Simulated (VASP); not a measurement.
The system is SnTe.

```
CELL_PARAMETERS angstrom
0.00000 3.15085 3.15085
3.15085 0.00000 3.15085
3.15085 3.15085 0.00000
ATOMIC_POSITIONS crystal
Te 0.50000 0.50000 0.50000
Sn 0.00000 0.00000 0.00000
```

Base run:

- Program: VASP 6.6.1
- Functional: r2SCAN
- Potentials or basis: VASP PAW PBE potentials, release 64 (Te, Sn_d)
- Cutoff: 520 eV
- k mesh: 7 × 7 × 7
- Occupations: fermi-dirac, width 0.05 eV
- Spin: no spin polarisation

Its results: pressure 1.5 GPa.

Problem. The run is repeated on the same cell with these changes: functional from r2SCAN to PBEsol-based screened hybrid with 25 % exact exchange; k mesh from 7 × 7 × 7 to 4 × 4 × 4. What comes out?

Solution. Pressure -1.1 GPa.

Several settings changed at once.

Caveats: some runs use coarse meshes; the PAW data sets were made with another functional, which shifts forces and pressure a little.
